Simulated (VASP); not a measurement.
Input of a VASP 6.6.1 run:

The input INCAR:

```
PREC = Accurate
ENCUT = 520
EDIFF = 1E-6
ISMEAR = 0
SIGMA = 0.05
LREAL = False
LASPH = True
NELM = 60
ALGO = Normal
ISIF = 2
LWAVE = False
LCHARG = False
GGA = PS
NBANDS = 31
```

Contents of KPOINTS:

```
regular mesh
0
Gamma
  6 6 6
```

File POSCAR:

```
HfO2
1.0
    0.0000000000     -2.5220673945     -2.5220673945
    0.0000000000      2.5220673945     -2.5220673945
    5.0441347890      0.0000000000      0.0000000000
Hf O
2 4
Direct
    0.0191906053     -0.0191906053      0.0000000000
    0.4808093947      0.5191906053      0.5000000000
   -0.0007634237      0.4992365763      0.7019441866
    0.5007634237      0.0007634237      0.2980558134
   -0.0007634237      0.4992365763      0.2019441866
    0.5007634237      0.0007634237      0.7980558134
```

Potentials or basis: VASP PAW PBE potentials, release 64 (Hf_pv, O).

Run with:

```sh
$ cat potpaw_PBE.64/Hf_pv/POTCAR potpaw_PBE.64/O/POTCAR > POTCAR
$ mpirun -np 1 vasp_std > vasp.out
```

Question: What does it give for the pressure?

Answer: 3.4 GPa.

Question: Predict the band gap on the k mesh.

Answer: 4.43 eV (least direct gap 4.51 eV).

Question: What does it give for the largest force?

Answer: 1.119 eV/Å.

Forces in eV/Å, atoms in the order of the input:
```
Hf   0.000  1.119  0.000
Hf   0.000 -1.119  0.000
O    0.203  0.571  0.219
O   -0.203  0.571 -0.219
O    0.203 -0.571  0.219
O   -0.203 -0.571 -0.219
```

Caveat: the cell differs from its parent crystal (atoms displaced along several vibrational modes); the stress differs along the axes, from 1 to 9 GPa; the PAW data sets were made with another functional, which shifts forces and pressure a little; spin-orbit coupling is left out, which moves the levels of the heavy elements. A k mesh can miss the band edges.
